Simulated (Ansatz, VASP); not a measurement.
Sb: VASP beside Ansatz

```
Sb
1.0
     2.14560    1.23876    3.65874
    -2.14560    1.23876    3.65874
     0.00000   -2.47753    3.65874
Sb
2
Direct
  0.23594 0.23594 0.23594
  0.76406 0.76406 0.76406
```

Alike in both runs: task single point; functional LDA; k mesh 9 × 9 × 9; occupations methfessel-paxton of order 1, width 0.03 eV; no spin polarisation.

|  | VASP | Ansatz |
| --- | --- | --- |
| version | VASP 6.6.1 | Ansatz 0.2.0 |
| potentials or method | VASP PAW LDA potentials, release 64 (Sb), cutoff 520 eV | plane waves (420 eV) with PAW, scalar-relativistic |
| valence electrons in the cell | 10 | 30 |

Ansatz gave:

```
pressure (GPa)                                                : 0.1
traceless stress, the component that is largest in VASP (GPa) : -0.05
```

Problem. What did VASP give for the same quantities?

Solution. Pressure (GPa): 0.4; traceless stress, the component that is largest in VASP (GPa): -0.10.

Ansatz warns that its potentials were made for another functional, while VASP's fit it. LDA's correlation is that of Perdew and Zunger in VASP and of Perdew and Wang (1992) in Ansatz. VASP's potentials hold 10 valence electrons a cell and Ansatz's 30, so a difference there can come from the potentials and not from the codes.

Neither program's run includes spin-orbit coupling.
